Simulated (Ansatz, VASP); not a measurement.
This is a calculation of Ge for VASP 6.6.1.

INCAR

```
SYSTEM = Ge
ALGO     = Normal         ! electronic algorithm
EDIFF    = 1E-6           ! SCF threshold, eV
ENCUT    = 520            ! plane-wave cutoff, eV
GGA      = PE             ! functional
ISIF     = 2              ! what is computed and relaxed
ISMEAR   = 0              ! smearing method
LASPH    = .True.         ! aspherical terms in the spheres
LCHARG   = .True.         ! write CHGCAR
LELF     = .True.         ! ELF
LREAL    = .False.        ! projectors in reciprocal space
LVHAR    = .True.       
LWAVE    = .False.        ! write WAVECAR
NBANDS   = 36             ! bands
NELM     = 80             ! most SCF steps
PREC     = Accurate       ! precision mode
SIGMA    = 0.015          ! smearing width, eV
```

Contents of KPOINTS:

```
k-points
0
Gamma
  8 8 4
  0 0 0
```

POSCAR

```
Ge
1.0
    3.9975858431      0.0000000000      0.0000000000
   -1.9987929216      3.4620108940      0.0000000000
    0.0000000000      0.0000000000      6.5993779500
Ge
4
Direct
    0.3333333333      0.6666666667      0.9370987500
    0.6666666667      0.3333333333      0.4370987500
    0.3333333333      0.6666666667      0.5629012500
    0.6666666667      0.3333333333      0.0629012500
```

Potentials or basis: VASP PAW PBE potentials, release 64 (Ge_d).

Run with:

```sh
$ cat potpaw_PBE.64/Ge_d/POTCAR > POTCAR
$ mpirun -np 1 vasp_std > vasp.out
```

Q: Translate it to Ansatz 0.2.0. Potentials there: Ansatz PAW.

A: As run (the cutoff follows the program's own potentials):

The input input.yaml:

```yaml
crystal:
  lattice:
    - [3.9975858431, 0.0, 0.0]
    - [-1.9987929216, 3.462010894, 0.0]
    - [0.0, 0.0, 6.59937795]
  atoms:
    - { symbol: Ge, position: [0.3333333333, 0.6666666667, 0.93709875] }
    - { symbol: Ge, position: [0.6666666667, 0.3333333333, 0.43709875] }
    - { symbol: Ge, position: [0.3333333333, 0.6666666667, 0.56290125] }
    - { symbol: Ge, position: [0.6666666667, 0.3333333333, 0.06290125] }
hamiltonian:
  xc: pbe
  pseudopotentials: { kind: paw }
kpoints:
  mp_grid: { grid: [8, 8, 4] }
scf:
  occupations: { method: gaussian, width: 0.015 }
output:
  forces: true
  stress: true
  eigenvalues: true
```

Potentials or basis: Ansatz PAW.

The run is started by

```sh
$ ansatz run input.yaml --threads 1 --pin off --max-ram 3584MiB --backend cpu --events-out ev --progress --plain --runs-dir out
```

Both were run:

|  | VASP | Ansatz | Ansatz less VASP |
| --- | --- | --- | --- |
| gap on the k mesh at the Fermi level (eV) | 0.12 | 0.13 | +0.005 |
| least direct gap on the mesh (eV) | 0.12 | 0.13 | +0.005 |
| pressure (GPa) | 2.9 | 3.0 | +0.10 |
| traceless stress, the component that is largest in VASP (GPa) | -0.15 | -0.15 | -0.002 |
| rms of the force components (eV/Å) | 0.011 | 0.011 | -0.0001 |

Atom by atom the forces differ by 0.000 eV/Å (rms over components).
